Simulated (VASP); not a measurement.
The system is ZrO2.

```xyz
3
Lattice="0.0000 2.5447 2.5447 2.5892 0.0000 2.5447 2.5892 2.5447 0.0000" Properties=species:S:1:pos:R:3 pbc="T T T"
Zr    0.0000    0.0000    0.0000
O     1.2946    1.2724    1.2724
O     3.8839    3.8171    3.8171
```

This cell differs from its parent crystal: uniaxial x strain +1.8%.

Base run:

```yaml
Program: VASP 6.6.1
Functional: r2SCAN
Potentials_or_basis: VASP PAW PBE potentials, release 64 (Zr_sv, O)
Cutoff: 520 eV
k_mesh: 8 × 8 × 8
Occupations: gaussian, width 0.01 eV
Spin: no spin polarisation
```

Its results: band gap on the k mesh 3.67 eV (least direct gap 4.13 eV); pressure -4.0 GPa.

**Question.** The run is repeated on the same cell with these changes: functional from r2SCAN to HSE06; k mesh from 8 × 8 × 8 to 6 × 6 × 6. What comes out?

**Answer.** Band gap on the k mesh 4.75 eV (least direct gap 5.22 eV); pressure -6.7 GPa.

Several settings changed at once.

Caveats: the cell stands under tension; the PAW data sets were made with another functional, which shifts forces and pressure a little.

A k mesh can miss the band edges.
